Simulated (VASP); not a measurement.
# H2 in VASP: further runs

The runs below take H2 through single point, with BLYP.

All numbers are computed with VASP 6.6.1; they aren't measurements. Logs are shortened: lines on timing, memory, paths and dates and some standing lists are left out, and cuts for length are marked.

**1. The cell of the first run**

The cell holds a molecule in a box, 2 atoms: a = 12.000 Å, b = 12.300 Å, c = 12.600 Å, α = 90.00°, β = 90.00°, γ = 90.00°.

**2. Single point, BLYP**

Input file INCAR:

```
SYSTEM = H
PREC = Accurate ; ENCUT = 520
EDIFF = 1E-7 ; ISMEAR = -1
SIGMA = 0.01 ; LREAL = .FALSE.
LASPH = .TRUE. ; NELM = 100
ALGO = Normal ; ISIF = 2
LWAVE = .FALSE. ; LCHARG = .TRUE.
GGA = B5 ; ALDAX = 1.0
AGGAX = 1.0 ; AGGAC = 1.0
ALDAC = 0.0 ; LELF = .TRUE.
LVHAR = .TRUE. ; NBANDS = 8
```

Input file KPOINTS:

```
regular mesh
0
G
  1 1 1
  0 0 0
```

Input file POSCAR:

```
H
1.0
   12.0000000000      0.0000000000      0.0000000000
    0.0000000000     12.3000000000      0.0000000000
    0.0000000000      0.0000000000     12.6000000000
H
2
Direct
    0.5000000000      0.5000000000      0.4704098782
    0.5000000000      0.5000000000      0.5295901218
```

Potentials or basis: VASP PAW PBE potentials, release 64 (H).

Launch:

```
$ cat potpaw_PBE.64/H/POTCAR > POTCAR
$ mpirun -np 1 vasp_gam > vasp.out
```

OUTCAR:

```text
SYSTEM = H
   PREC = Accurate
   ENCUT = 520
   EDIFF = 1E-7
   ISMEAR = -1
   LREAL = .FALSE.
   LASPH = .TRUE.
   NELM = 100
   ISIF = 2
   GGA = B5

 ion  position               nearest neighbor table
   1  0.500  0.500  0.470-   2 0.75
   2  0.500  0.500  0.530-   1 0.75

  LATTYP: Found a simple orthorhombic cell.
 ALAT       =    12.0000000000
 B/A-ratio  =     1.0250000000
 C/A-ratio  =     1.0500000000

  Lattice vectors:

 A1 = (  12.0000000000,   0.0000000000,   0.0000000000)
 A2 = (   0.0000000000,  12.3000000000,   0.0000000000)
 A3 = (   0.0000000000,   0.0000000000,  12.6000000000)

Analysis of symmetry for initial positions (statically):
=====================================================================
 Subroutine PRICEL returns:
 Original cell was already a primitive cell.

 Routine SETGRP: Setting up the symmetry group for a
 simple orthorhombic supercell.

 Subroutine GETGRP returns: Found  8 space group operations
 (whereof  8 operations were pure point group operations)
 out of a pool of  8 trial point group operations.

The static configuration has the point symmetry D_2h.

Analysis of symmetry for dynamics (positions and initial velocities):
=====================================================================
 Subroutine PRICEL returns:
 Original cell was already a primitive cell.

 Routine SETGRP: Setting up the symmetry group for a
 simple orthorhombic supercell.

 Subroutine GETGRP returns: Found  8 space group operations
 (whereof  8 operations were pure point group operations)
 out of a pool of  8 trial point group operations.

The dynamic configuration has the point symmetry D_2h.

 Subroutine INISYM returns: Found  8 space group operations
 (whereof  8 operations are pure point group operations),
 and found     1 'primitive' translations

----------------------------------------------------------------------------------------

                                     Primitive cell

  volume of cell :    1859.7600

  direct lattice vectors                    reciprocal lattice vectors
    12.000000000  0.000000000  0.000000000     0.083333333  0.000000000  0.000000000
     0.000000000 12.300000000  0.000000000     0.000000000  0.081300813  0.000000000
     0.000000000  0.000000000 12.600000000     0.000000000  0.000000000  0.079365079

  length of vectors
    12.000000000 12.300000000 12.600000000     0.083333333  0.081300813  0.079365079

  position of ions in fractional coordinates (direct lattice)
     0.500000000  0.500000000  0.470409878
     0.500000000  0.500000000  0.529590122

  ion indices of the primitive-cell ions
   primitive index   ion index
                 1           1
                 2           2

----------------------------------------------------------------------------------------

 KPOINTS: regular mesh

Automatic generation of k-mesh.
 Grid dimensions read from file:
 generate k-points for:    1    1    1

 Generating k-lattice:

  Cartesian coordinates                     Fractional coordinates (reciprocal lattice)
     0.083333333  0.000000000  0.000000000     1.000000000  0.000000000  0.000000000
     0.000000000  0.081300813  0.000000000     0.000000000  1.000000000  0.000000000
     0.000000000  0.000000000  0.079365079     0.000000000  0.000000000  1.000000000

  Length of vectors
     0.083333333  0.081300813  0.079365079

  Shift w.r.t. Gamma in fractional coordinates (k-lattice)
     0.000000000  0.000000000  0.000000000

 Subroutine IBZKPT returns following result:
 ===========================================

 Found      1 irreducible k-points:

 Following reciprocal coordinates:
            Coordinates               Weight
  0.000000  0.000000  0.000000      1.000000
   k-points           NKPTS =      1   k-points in BZ     NKDIM =      1   number of bands    NBANDS=      8
   number of dos      NEDOS =    301   number of ions     NIONS =      2
   total plane-waves  NPLWV = 829440
   dimension x,y,z NGX =    90 NGY =   96 NGZ =   96
   dimension x,y,z NGXF=   180 NGYF=  192 NGZF=  192
   ions per type =               2
   NGX,Y,Z   is equivalent  to a cutoff of  12.47, 12.98, 12.67 a.u.
   NGXF,Y,Z  is equivalent  to a cutoff of  24.94, 25.95, 25.33 a.u.
 SYSTEM =  H
   PREC   = accura    normal or accurate (medium, high low for compatibility)
   ISTART =      0    job   : 0-new  1-cont  2-samecut
   ICHARG =      2    charge: 1-file 2-atom 10-const
   ISPIN  =      1    spin polarized calculation?
   LNONCOLLINEAR =      F non collinear calculations
   LSORBIT =      F    spin-orbit coupling
   LASPH  =      T    aspherical Exc in radial PAW
   ENCUT  =  520.0 eV  38.22 Ry    6.18 a.u.  22.31 22.87 23.43*2*pi/ulx,y,z
   NELM   =    100;   NELMIN=  2; NELMDL= -5     # of ELM steps
   EDIFF  = 0.1E-06   stopping-criterion for ELM
   LREAL  =      F    real-space projection
   EDIFFG = 0.1E-05   stopping-criterion for IOM
   NSW    =      0    number of steps for IOM
   IBRION =     -1    ionic relax: 0-MD 1-quasi-New 2-CG
   NFREE  =      0    steps in history (QN), initial steepest desc. (CG)
   ISIF   =      2    stress and relaxation
   ISYM   =      2    0-nonsym 1-usesym 2-fastsym
   POTIM  = 0.5000    time-step for ionic-motion
   TEBEG  =    0.0;   TEEND  =   0.0 temperature during run
   PSTRESS=    0.0 pullay stress
   NELECT =       2.0000    total number of electrons
   NUPDOWN=      -1.0000    fix difference up-down
   EMIN   =  10.00;   EMAX   =-10.00  energy-range for DOS
   EFERMI =   0.00;   METHOD = LEGACY
   ISMEAR =    -1;   SIGMA  =   0.01  broadening in eV -4-tet -1-fermi 0-gaus
   EFERMI_NEDOS =   21; number of points for ismear=-14 and -15
   IALGO  =     38    algorithm
   IMIX   =      4    mixing-type and parameters
     AMIX     =   0.40;   BMIX     =  1.00
     AMIX_MAG =   1.60;   BMIX_MAG =  1.00
  volume/ion in A,a.u.               =     929.88      6275.14
  Fermi-wavevector in a.u.,A,eV,Ry     =   0.167726  0.316955  0.382757  0.028132
  Thomas-Fermi vector in A             =   0.873280
   LORBIT       =      0    0 simple, 1 ext, 2 COOP (PROOUT), +10 PAW based schemes
   GGA     = B5    functional components
   LHFCALC =     F    Hartree Fock is set to
   AEXX    =    0.0000 exact exchange contribution
   IVDW    =     0    specifies the selected vdW correction
   LEPSILON=     F    determine dielectric tensor
   LRPA    =     F    only Hartree local field effects (RPA)
 non-spin polarized calculation
  energy-cutoff  :      520.00
  volume of cell :     1859.76
 maximum number of plane-waves:     25042
 NGX is ok and might be reduce to    90
   NGX = 45   NGY = 45   NGZ = 47

 number of electron       2.0000000 magnetization

 Free energy of the ion-electron system (eV)
  ---------------------------------------------------
  ext. energy  EPLUGINS =         0.00000000
  ---------------------------------------------------
  free energy    TOTEN  =        -6.81979848 eV

  energy without entropy =       -6.81979848  energy(sigma->0) =       -6.81979848

 E-fermi : -10.0835     XC(G=0):  -0.1793

 val. band max:      -10.3487410193   @ k =   0.0000   0.0000   0.0000
 cond. band min:      -0.0667727400   @ k =   0.0000   0.0000   0.0000
 fundamental gap:     10.2819682794
 Fermi energy:       -10.0834615916

 k-point     1 :       0.0000    0.0000    0.0000
  band No.  band energies     occupation
      1     -10.3487      2.00000
      2      -0.0668      0.00000
      3       0.2823      0.00000
      4       0.7444      0.00000
      5       0.7847      0.00000
      6       0.8657      0.00000
      7       0.9478      0.00000
      8       1.0064      0.00000

------------------------ aborting loop because EDIFF is reached ----------------------------------------

  FORCE on cell =-STRESS in cart. coord.  units (eV):
  Direction    XX          YY          ZZ          XY          YZ          ZX
  --------------------------------------------------------------------------------------
  -------------------------------------------------------------------------------------
  Total       -0.0348063     -0.0365280     -0.0493890     -0.0000000      0.0000000      0.0000000
  in kB       -0.0299856     -0.0314688     -0.0425485     -0.0000000      0.0000000      0.0000000
  external PRESSURE =      -0.0346676 kB  Pullay stress =       0.0000000 kB

 VOLUME and BASIS-vectors are now :
 -----------------------------------------------------------------------------
  energy-cutoff  :      520.00
  volume of cell :     1859.76
      direct lattice vectors                 reciprocal lattice vectors
    12.000000000  0.000000000  0.000000000     0.083333333  0.000000000  0.000000000
     0.000000000 12.300000000  0.000000000     0.000000000  0.081300813  0.000000000
     0.000000000  0.000000000 12.600000000     0.000000000  0.000000000  0.079365079

 POSITION                                       TOTAL-FORCE (eV/Angst)
 -----------------------------------------------------------------------------------
      6.00000      6.15000      5.92716         0.000000      0.000000      0.010115
      6.00000      6.15000      6.67284         0.000000      0.000000     -0.010115
 -----------------------------------------------------------------------------------
    total drift:                                0.000000     -0.000000      0.000000

  FREE ENERGIE OF THE ION-ELECTRON SYSTEM (eV)
  ---------------------------------------------------
  free  energy   TOTEN  =        -6.8197984826 eV

  energy  without entropy=       -6.8197984826  energy(sigma->0) =       -6.81979848
```

Wall time 9.9 min (1 thread of Intel Xeon 6975P-C, shared host); peak memory 1.3 GiB.

Results:

```
Free energy                     : -6.8198 eV
Largest force                   : 0.010 eV/Å
Gap between the frontier levels : 10.28 eV
```

Forces in eV/Å, atoms in the order of the input:
```
H    0.000  0.000  0.010
H    0.000  0.000 -0.010
```

Levels at points of the mesh, in eV from the valence-band top:
| k point | band 1 | band 2 | band 3 | band 4 | band 5 |
| --- | --- | --- | --- | --- | --- |
| (0.00, 0.00, 0.00) | 0.00 | 10.28 | 10.63 | 11.09 | 11.13 |

Caveat: the PAW data sets were made with another functional, which shifts forces and pressure a little.

**3. Single point, BLYP**

Input file INCAR:

```
PREC = Accurate
ENCUT = 520
EDIFF = 1E-6
ISMEAR = -1
SIGMA = 0.01
LREAL = F
LASPH = T
NELM = 80
ALGO = Normal
ISIF = 2
LWAVE = F
LCHARG = T
GGA = B5
ALDAX = 1.0
AGGAX = 1.0
AGGAC = 1.0
ALDAC = 0.0
LELF = T
LVHAR = T
NBANDS = 8
```

Input file KPOINTS:

```
Automatic mesh
0
Gamma
  1 1 1
```

POSCAR is that of step 2.

Potentials or basis: VASP PAW PBE potentials, release 64 (H).

Launch:

```
$ cat potpaw_PBE.64/H/POTCAR > POTCAR
$ mpirun -np 1 vasp_gam > vasp.out
```

It took 3.9 min on 1 thread of Intel Xeon 6975P-C, shared host; peak memory 1.2 GiB.

It converged, with:

```yaml
Free_energy: -6.8198 eV
Largest_force: 0.010 eV/Å
Gap_between_the_frontier_levels: 10.27 eV
```

Forces in eV/Å, atoms in the order of the input:
```
H    0.000  0.000  0.010
H    0.000  0.000 -0.010
```

Levels at points of the mesh, in eV from the valence-band top:
| k point | band 1 | band 2 | band 3 | band 4 |
| --- | --- | --- | --- | --- |
| (0.00, 0.00, 0.00) | 0.00 | 10.27 | 10.63 | 11.09 |

Caveat: the PAW data sets were made with another functional, which shifts forces and pressure a little.
